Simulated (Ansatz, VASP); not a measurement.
**One calculation of HC8, two programs**

```
C H
1.0
     2.46554    0.00000    0.00000
    -1.23277    2.13415    0.00000
     0.00000    0.00000   29.19852
C H
8 1
Direct
  0.08331 0.16662 0.29111
  0.41669 0.83338 0.29111
  0.58331 0.16662 0.40754
  0.91669 0.83338 0.40754
  0.07984 0.15968 0.52031
  0.42016 0.84032 0.52031
  0.58358 0.16716 0.63308
  0.91642 0.83284 0.63308
  0.25000 0.50000 0.55784
```

Alike in both runs: task single point; functional PBE; dispersion D3(BJ); k mesh 12 × 12 × 1; occupations gaussian, width 0.1 eV; no spin polarisation.

|  | VASP | Ansatz |
| --- | --- | --- |
| version | VASP 6.6.1 | Ansatz 0.2.0 |
| potentials or method | VASP PAW PBE potentials, release 64 (C, H), cutoff 520 eV | scalar-relativistic, plane waves, PAW |
| valence electrons in the cell | 33 | 33 |

|  | VASP | Ansatz | Ansatz less VASP |
| --- | --- | --- | --- |
| gap on the k mesh at the Fermi level (eV) | none | none | - |
| rms of the force components (eV/Å) | 0.032 | 0.032 | -0.0002 |

Atom by atom the forces differ by 0.004 eV/Å (rms over components). A gap of «none» marks a metal or a gap that the smearing closes.
